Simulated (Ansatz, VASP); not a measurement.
# Two plane-wave programs on MoN2

```xyz
6
Lattice="4.3331 0.0000 0.0000 0.0000 4.3331 0.0000 0.0000 0.0000 2.7519" Properties=species:S:1:pos:R:3 pbc="T T T"
Mo    2.1665    2.1665    0.0000
Mo    0.0000    0.0000    0.0000
N     3.8473    1.6808    1.1259
N     0.4857    2.6523    1.1259
N     1.6808    0.4857    1.1259
N     2.6523    3.8473    1.1259
```

Change from the starting cell: all N atoms moved -0.250 Å, as atom 3 along Cartesian [0 0 1].

Alike in both runs: task single point; functional PBE; k mesh 12 × 12 × 18; occupations gaussian, width 0.15 eV; no spin polarisation.

|  | VASP | Ansatz |
| --- | --- | --- |
| version | VASP 6.6.1 | Ansatz 0.2.0 |
| potentials or method | VASP PAW PBE potentials, release 64 (Mo_sv, N), cutoff 520 eV | scalar-relativistic, plane waves, PAW |
| valence electrons in the cell | 48 | 48 |

```csv
,VASP,Ansatz,Ansatz less VASP
gap on the k mesh at the Fermi level (eV),none,none,-
pressure (GPa),10.6,10.1,-0.57
"traceless stress, the component that is largest in VASP (GPa)",1.87,2.11,+0.247
rms of the force components (eV/Å),0.749,0.748,-0.0010
```

Atom by atom the forces differ by 0.037 eV/Å (rms over components). A gap of «none» marks a metal or a gap that the smearing closes. With one functional, cell and mesh, what is left measures potentials, basis and numerics.
